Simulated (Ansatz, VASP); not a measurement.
## P: VASP beside Ansatz

INCAR

```
SYSTEM = P
ALGO     = Normal         ! electronic algorithm
EDIFF    = 1E-6           ! SCF threshold, eV
ENCUT    = 520            ! plane-wave cutoff, eV
GGA      = PE             ! functional
ISIF     = 2              ! what is computed and relaxed
ISMEAR   = -1             ! smearing method
LASPH    = .TRUE.         ! aspherical terms in the spheres
LCHARG   = .FALSE.        ! write CHGCAR
LREAL    = .FALSE.        ! projectors in reciprocal space
LWAVE    = .FALSE.        ! write WAVECAR
NBANDS   = 8              ! bands
NELM     = 60             ! most SCF steps
PREC     = Accurate       ! precision mode
SIGMA    = 0.1            ! smearing width, eV
```

The input KPOINTS:

```
k-points
0
G
  18 18 18
  0 0 0
```

File POSCAR:

```
P
1.0
    0.0000000000      1.4277922849      1.4277922849
    1.4277922849      0.0000000000      1.4277922849
    1.4277922849      1.4277922849      0.0000000000
P
1
Direct
    0.0000000000      0.0000000000      0.0000000000
```

Input for Ansatz:

```yaml
crystal:
  lattice:
    - [0.0, 1.4277922849, 1.4277922849]
    - [1.4277922849, 0.0, 1.4277922849]
    - [1.4277922849, 1.4277922849, 0.0]
  atoms:
    - { symbol: P, position: [0.0, 0.0, 0.0] }
kpoints:
  mp_grid: { grid: [18, 18, 18] }
scf:
  occupations: { method: fermi_dirac, width: 0.1 }
hamiltonian:
  xc: pbe
  pseudopotentials: { kind: nc }
output:
  forces: true
  stress: true
  eigenvalues: true
```

Change from the starting cell: volume scaled by 0.4, norm-conserving files.

Alike in both runs: task single point; functional PBE; k mesh 18 × 18 × 18; occupations fermi-dirac, width 0.1 eV; no spin polarisation.

```csv
,VASP,Ansatz
version,VASP 6.6.1,Ansatz 0.2.0
potentials or method,"VASP PAW PBE potentials, release 64 (P)","norm-conserving pseudopotentials, scalar-relativistic"
plane-wave cutoff (eV),520,599
valence electrons in the cell,5,5
```

```tsv
	VASP	Ansatz	Ansatz less VASP
pressure (GPa)	494.3	502.8	+8.49
```

Both programs put the cell under a high pressure, so it lies far from rest at this level. The functional is the same, so the differences come from potentials, cutoffs and numerics.

Noted on VASP's run: the cell as given lies far from equilibrium.
